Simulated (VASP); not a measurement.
# TiC (I4mm) in VASP: further runs

TiC is run at these levels: PBEsol; tasks: single point.

All numbers are computed with VASP 6.6.1; they aren't measurements. Logs are shortened: lines on timing, memory, paths and dates and some standing lists are left out, and cuts for length are marked.

## 1. The cell of the first run

The structure is tetragonal, space group I4mm (No. 107). The conventional cell has a = 3.060 Å, b = 3.060 Å, c = 4.328 Å, α = 90.00°, β = 90.00°, γ = 90.00°. Ti (site symmetry 4mm) has 6 C at 2.06 to 2.26 Å within 2.7 Å. C (site symmetry 4mm) has 6 Ti at 2.06 to 2.26 Å within 2.7 Å.

## 2. Single point, PBEsol

The input, INCAR:

```
PREC     = Accurate       # precision mode
ENCUT    = 520            # plane-wave cutoff, eV
EDIFF    = 1E-7           # SCF threshold, eV
ISMEAR   = 0              # smearing method
SIGMA    = 0.15           # smearing width, eV
LREAL    = False          # projectors in reciprocal space
LASPH    = True           # aspherical terms in the spheres
NELM     = 80             # most SCF steps
ALGO     = Normal         # electronic algorithm
ISIF     = 2              # what is computed and relaxed
LWAVE    = False          # write WAVECAR
LCHARG   = False          # write CHGCAR
GGA      = PS             # functional
NBANDS   = 15             # bands
```

The input, KPOINTS:

```
regular mesh
0
Gamma
  18 18 18
```

The input, POSCAR:

```
TiC
1.0
    0.0000000000      2.1640000000      2.1640000000
    2.1640000000      0.0000000000      2.1640000000
    2.1640000000      2.1640000000      0.0000000000
Ti C
1 1
Direct
    0.0231053604      0.0231053604     -0.0231053604
    0.5000000000      0.5000000000      0.5000000000
```

Potentials or basis: VASP PAW PBE potentials, release 64 (Ti_sv, C).

On the command line:

```sh
cat potpaw_PBE.64/Ti_sv/POTCAR potpaw_PBE.64/C/POTCAR > POTCAR
mpirun -np 1 vasp_std > vasp.out
```

OUTCAR:

```text
PREC = Accurate
   ENCUT = 520
   EDIFF = 1E-7
   ISMEAR = 0
   LREAL = False
   LASPH = True
   NELM = 80
   ISIF = 2
   GGA = PS

 ion  position               nearest neighbor table
   1  0.023  0.023  0.977-   2 2.06   2 2.17   2 2.17   2 2.17   2 2.17   2 2.26
   2  0.500  0.500  0.500-   1 2.06   1 2.17   1 2.17   1 2.17   1 2.17   1 2.26

  LATTYP: Found a face centered cubic cell.
 ALAT       =     4.3280000000

  Lattice vectors:

 A1 = (   0.0000000000,   2.1640000000,   2.1640000000)
 A2 = (   2.1640000000,   0.0000000000,   2.1640000000)
 A3 = (   2.1640000000,   2.1640000000,   0.0000000000)

Analysis of symmetry for initial positions (statically):
=====================================================================
 Subroutine PRICEL returns:
 Original cell was already a primitive cell.

 Routine SETGRP: Setting up the symmetry group for a
 face centered cubic supercell.

 Subroutine GETGRP returns: Found  8 space group operations
 (whereof  8 operations were pure point group operations)
 out of a pool of 48 trial point group operations.

The static configuration has the point symmetry C_4v.

Analysis of symmetry for dynamics (positions and initial velocities):
=====================================================================
 Subroutine PRICEL returns:
 Original cell was already a primitive cell.

 Routine SETGRP: Setting up the symmetry group for a
 face centered cubic supercell.

 Subroutine GETGRP returns: Found  8 space group operations
 (whereof  8 operations were pure point group operations)
 out of a pool of 48 trial point group operations.

The dynamic configuration has the point symmetry C_4v.

 Subroutine INISYM returns: Found  8 space group operations
 (whereof  8 operations are pure point group operations),
 and found     1 'primitive' translations

----------------------------------------------------------------------------------------

                                     Primitive cell

  volume of cell :      20.2676

  direct lattice vectors                    reciprocal lattice vectors
     0.000000000  2.164000000  2.164000000    -0.231053604  0.231053604  0.231053604
     2.164000000  0.000000000  2.164000000     0.231053604 -0.231053604  0.231053604
     2.164000000  2.164000000  0.000000000     0.231053604  0.231053604 -0.231053604

  length of vectors
     3.060358149  3.060358149  3.060358149     0.400196582  0.400196582  0.400196582

  position of ions in fractional coordinates (direct lattice)
     0.023105360  0.023105360  0.976894640
     0.500000000  0.500000000  0.500000000

  ion indices of the primitive-cell ions
   primitive index   ion index
                 1           1
[... 86 lines left out ...]
   EMIN   =  10.00;   EMAX   =-10.00  energy-range for DOS
   EFERMI =   0.00;   METHOD = LEGACY
   ISMEAR =     0;   SIGMA  =   0.15  broadening in eV -4-tet -1-fermi 0-gaus
   EFERMI_NEDOS =   21; number of points for ismear=-14 and -15
   IALGO  =     38    algorithm
   IMIX   =      4    mixing-type and parameters
     AMIX     =   0.40;   BMIX     =  1.00
     AMIX_MAG =   1.60;   BMIX_MAG =  1.00
  volume/ion in A,a.u.               =      10.13        68.39
  Fermi-wavevector in a.u.,A,eV,Ry     =   1.513030  2.859212 31.147275  2.289260
  Thomas-Fermi vector in A             =   2.622876
   LORBIT       =      0    0 simple, 1 ext, 2 COOP (PROOUT), +10 PAW based schemes
   GGA     = PS    functional components
   LHFCALC =     F    Hartree Fock is set to
   AEXX    =    0.0000 exact exchange contribution
   IVDW    =     0    specifies the selected vdW correction
   LEPSILON=     F    determine dielectric tensor
   LRPA    =     F    only Hartree local field effects (RPA)
 non-spin polarized calculation
 Gauss-broadening in eV      SIGMA  =   0.15
  energy-cutoff  :      520.00
  volume of cell :       20.27
 maximum number of plane-waves:       568
   NGX = 11   NGY = 11   NGZ = 11

 number of electron      16.0000000 magnetization

 Free energy of the ion-electron system (eV)
  ---------------------------------------------------
  ext. energy  EPLUGINS =         0.00000000
  ---------------------------------------------------
  free energy    TOTEN  =       -19.74896729 eV

  energy without entropy =      -19.74591926  energy(sigma->0) =      -19.74744328

 E-fermi :   9.3608     XC(G=0): -12.8676

 val. band max:        9.3471849970   @ k =   0.1111   0.0000   0.0000
 cond. band min:       9.3655666656   @ k =   0.0000   0.3333   0.2778
 fundamental gap:      0.0183816686
 Fermi energy:         9.3608217213

 k-point     1 :       0.0000    0.0000    0.0000
  band No.  band energies     occupation
      1     -46.9913      2.00000
      2     -23.1195      2.00000
      3     -23.1195      2.00000
      4     -23.1160      2.00000
      5      -3.0408      2.00000
      6       9.7124      0.00092
      7       9.7124      0.00092
      8       9.9937      0.00000
      9      10.2092      0.00000
     10      11.0617      0.00000
     11      11.3471      0.00000
     12      11.3471      0.00000
     13      11.9713      0.00000
     14      19.7932      0.00000
[... 401 lines left out ...]
      2     -23.5500      2.00000
      3     -23.1697      2.00000
      4     -23.1643      2.00000
      5      -0.4365      2.00000
      6       4.6203      2.00000
      7       6.6696      2.00000
      8       6.9032      2.00000
      9      11.6101      0.00000
     10      12.0033      0.00000
     11      12.9231      0.00000
     12      16.4098      0.00000
     13      16.9675      0.00000
     14      19.0189      0.00000
     15      24.8258      0.00000

 [... further k-points ...]

------------------------ aborting loop because EDIFF is reached ----------------------------------------

  FORCE on cell =-STRESS in cart. coord.  units (eV):
  Direction    XX          YY          ZZ          XY          YZ          ZX
  --------------------------------------------------------------------------------------
  -------------------------------------------------------------------------------------
  Total       -0.7118277     -0.7118277     -0.3629026      0.0000000      0.0000000      0.0000000
  in kB      -56.2708814    -56.2708814    -28.6879053      0.0000000      0.0000000      0.0000000
  external PRESSURE =     -47.0765561 kB  Pullay stress =       0.0000000 kB

 VOLUME and BASIS-vectors are now :
 -----------------------------------------------------------------------------
  energy-cutoff  :      520.00
  volume of cell :       20.27
      direct lattice vectors                 reciprocal lattice vectors
     0.000000000  2.164000000  2.164000000    -0.231053604  0.231053604  0.231053604
     2.164000000  0.000000000  2.164000000     0.231053604 -0.231053604  0.231053604
     2.164000000  2.164000000  0.000000000     0.231053604  0.231053604 -0.231053604

 POSITION                                       TOTAL-FORCE (eV/Angst)
 -----------------------------------------------------------------------------------
      2.16400      2.16400      0.10000         0.000000      0.000000     -0.914003
      2.16400      2.16400      2.16400         0.000000      0.000000      0.914003
 -----------------------------------------------------------------------------------
    total drift:                               -0.000000     -0.000000      0.000052

  FREE ENERGIE OF THE ION-ELECTRON SYSTEM (eV)
  ---------------------------------------------------
  free  energy   TOTEN  =       -19.7489672934 eV

  energy  without entropy=      -19.7459192616  energy(sigma->0) =      -19.74744328
```

OSZICAR:

```text
N       E                     dE             d eps       ncg     rms          rms(c)
DAV:   1     0.112976239536E+03    0.11298E+03   -0.75176E+03 14423   0.128E+03
DAV:   2    -0.176527772920E+02   -0.13063E+03   -0.12217E+03 15247   0.335E+02
DAV:   3    -0.249592137905E+02   -0.73064E+01   -0.71950E+01 19424   0.763E+01
DAV:   4    -0.251724027044E+02   -0.21319E+00   -0.21302E+00 17725   0.120E+01
DAV:   5    -0.251771646813E+02   -0.47620E-02   -0.47607E-02 19160   0.161E+00    0.185E+01
DAV:   6    -0.203198185838E+02    0.48573E+01   -0.11194E+01 20766   0.560E+01    0.664E+00
DAV:   7    -0.197920513043E+02    0.52777E+00   -0.19356E+00 16965   0.197E+01    0.500E+00
DAV:   8    -0.197580591490E+02    0.33992E-01   -0.11361E-01 16740   0.390E+00    0.299E+00
DAV:   9    -0.197532942645E+02    0.47649E-02   -0.86326E-02 19188   0.368E+00    0.850E-01
DAV:  10    -0.197508433834E+02    0.24509E-02   -0.10397E-02 19453   0.148E+00    0.626E-01
DAV:  11    -0.197490111687E+02    0.18322E-02   -0.33320E-03 16836   0.809E-01    0.102E-01
DAV:  12    -0.197489735928E+02    0.37576E-04   -0.25592E-04 16668   0.160E-01    0.410E-02
DAV:  13    -0.197489673142E+02    0.62786E-05   -0.16840E-05 18432   0.342E-02    0.589E-03
DAV:  14    -0.197489672934E+02    0.20766E-07   -0.37861E-07 16686   0.536E-03
   1 F= -.19748967E+02 E0= -.19747443E+02  d E =-.304803E-02
```

Wall time 1.8 min (1 thread of AMD EPYC 7R13 (Zen 3), shared host); peak memory 0.23 GiB.

Results:

```
Free energy            : -19.7490 eV
Pressure               : -4.7 GPa
Largest force          : 0.914 eV/Å
Band gap on the k mesh : zero (bands 8 and 9 overlap by 1.11 eV)
```

Forces in eV/Å, atoms in the order of the input:
```
Ti   0.000  0.000 -0.914
C    0.000  0.000  0.914
```

Levels at points of the mesh, in eV from the Fermi level:
```tsv
k point	band 5	band 6	band 7	band 8	band 9	band 10	band 11	band 12
(0.00, 0.00, 0.00)	-12.40	0.35	0.35	0.63	0.85	1.70	1.99	1.99
(0.50, 0.00, 0.00)	-8.88	-5.91	-2.93	-2.91	2.88	2.90	4.09	7.53
(0.50, 0.50, 0.00)	-10.09	-3.44	-1.72	-0.05	-0.05	2.72	3.50	3.50
(0.00, 0.50, 0.50)	-10.09	-3.48	-1.95	-0.12	0.22	2.82	3.50	3.50
```

Caveat: the cell differs from its parent crystal (all Ti atoms moved -0.100 Å, as atom 1 towards its neighbour atom 2 (C) at 2.164 Å); the cell stands under tension; the PAW data sets were made with another functional, which shifts forces and pressure a little.

## 3. Single point, PBEsol

The input, INCAR:

```
SYSTEM = TiC
ALGO     = Normal         ! electronic algorithm
EDIFF    = 1E-7           ! SCF threshold, eV
ENCUT    = 520            ! plane-wave cutoff, eV
GGA      = PS             ! functional
ISIF     = 2              ! what is computed and relaxed
ISMEAR   = 0              ! smearing method
LASPH    = .True.         ! aspherical terms in the spheres
LCHARG   = .False.        ! write CHGCAR
LREAL    = .False.        ! projectors in reciprocal space
LWAVE    = .False.        ! write WAVECAR
NBANDS   = 15             ! bands
NELM     = 80             ! most SCF steps
PREC     = Accurate       ! precision mode
SIGMA    = 0.15           ! smearing width, eV
```

The input, KPOINTS:

```
k-points
0
Gamma
  18 18 18
  0 0 0
```

POSCAR: that of step 2 with these lines changed.

```diff
@@ -8,3 +8,3 @@
 Direct
-    0.0231053604      0.0231053604     -0.0231053604
+   -0.0115526802     -0.0115526802      0.0115526802
     0.5000000000      0.5000000000      0.5000000000
```

Potentials or basis: VASP PAW PBE potentials, release 64 (Ti_sv, C).

On the command line:

```sh
cat potpaw_PBE.64/Ti_sv/POTCAR potpaw_PBE.64/C/POTCAR > POTCAR
mpirun -np 1 vasp_std > vasp.out
```

OUTCAR:

```text
SYSTEM = TiC
   EDIFF = 1E-7
   ENCUT = 520
   GGA = PS
   ISIF = 2
   ISMEAR = 0
   LASPH = .True.
   LREAL = .False.
   NELM = 80
   PREC = Accurate

 ion  position               nearest neighbor table
   1  0.988  0.988  0.012-   2 2.11   2 2.16   2 2.16   2 2.16   2 2.16   2 2.21
   2  0.500  0.500  0.500-   1 2.11   1 2.16   1 2.16   1 2.16   1 2.16   1 2.21

  LATTYP: Found a face centered cubic cell.
 ALAT       =     4.3280000000

  Lattice vectors:

[... 620 lines left out ...]

  FORCE on cell =-STRESS in cart. coord.  units (eV):
  Direction    XX          YY          ZZ          XY          YZ          ZX
  --------------------------------------------------------------------------------------
  -------------------------------------------------------------------------------------
  Total       -0.7382981     -0.7382981     -0.6524001      0.0000000      0.0000000      0.0000000
  in kB      -58.3633945    -58.3633945    -51.5730560      0.0000000      0.0000000      0.0000000
  external PRESSURE =     -56.0999483 kB  Pullay stress =       0.0000000 kB

 VOLUME and BASIS-vectors are now :
 -----------------------------------------------------------------------------
  energy-cutoff  :      520.00
  volume of cell :       20.27
      direct lattice vectors                 reciprocal lattice vectors
     0.000000000  2.164000000  2.164000000    -0.231053604  0.231053604  0.231053604
     2.164000000  0.000000000  2.164000000     0.231053604 -0.231053604  0.231053604
     2.164000000  2.164000000  0.000000000     0.231053604  0.231053604 -0.231053604

 POSITION                                       TOTAL-FORCE (eV/Angst)
 -----------------------------------------------------------------------------------
      2.16400      2.16400      4.27800         0.000000      0.000000      0.468435
      2.16400      2.16400      2.16400         0.000000      0.000000     -0.468435
 -----------------------------------------------------------------------------------
    total drift:                               -0.000000     -0.000000     -0.000015

  FREE ENERGIE OF THE ION-ELECTRON SYSTEM (eV)
  ---------------------------------------------------
  free  energy   TOTEN  =       -19.7836257413 eV

  energy  without entropy=      -19.7802267861  energy(sigma->0) =      -19.78192626
```

stdout:

```text
POSCAR found type information on POSCAR TiC
 POSCAR found :  2 types and       2 ions
 scaLAPACK will be used
 -----------------------------------------------------------------------------
|                                                                             |
|                                                                             |
|     You enforced a specific xc type in the INCAR file but a different       |
|     I HOPE YOU KNOW WHAT YOU ARE DOING!                                     |
|                                                                             |
 -----------------------------------------------------------------------------

 LDA part: xc-table for (Slater+PW92), standard interpolation
 POSCAR, INCAR and KPOINTS ok, starting setup
 FFT: planning ... GRIDC
 FFT: planning ... GRID_SOFT
 FFT: planning ... GRID
 WAVECAR not read
 entering main loop
```

Run time: 1.8 min. Hardware: 1 thread of AMD EPYC 7R13 (Zen 3), shared host; peak memory 0.23 GiB.

Results:

```
Free energy            : -19.7836 eV
Pressure               : -5.6 GPa
Largest force          : 0.468 eV/Å
Band gap on the k mesh : zero (bands 8 and 9 overlap by 1.08 eV)
```

Forces on the atoms (eV/Å):
```
Ti   0.000  0.000  0.468
C    0.000  0.000 -0.468
```

Levels at points of the mesh, in eV from the Fermi level:
```csv
k point,band 5,band 6,band 7,band 8,band 9,band 10,band 11,band 12
"(0.00, 0.00, 0.00)",-12.38,0.57,0.57,0.66,1.28,1.72,1.79,1.79
"(0.50, 0.00, 0.00)",-8.85,-5.89,-2.91,-2.90,2.92,2.92,4.11,7.87
"(0.50, 0.50, 0.00)",-10.07,-3.44,-1.69,-0.03,-0.03,2.74,3.53,3.53
"(0.00, 0.50, 0.50)",-10.07,-3.45,-1.75,-0.05,0.05,2.76,3.53,3.53
```

Caveat: the cell differs from its parent crystal (all Ti atoms moved +0.050 Å, as atom 1 towards its neighbour atom 2 (C) at 2.164 Å); the cell stands under tension; the PAW data sets were made with another functional, which shifts forces and pressure a little.

[end of part 1 of 2]
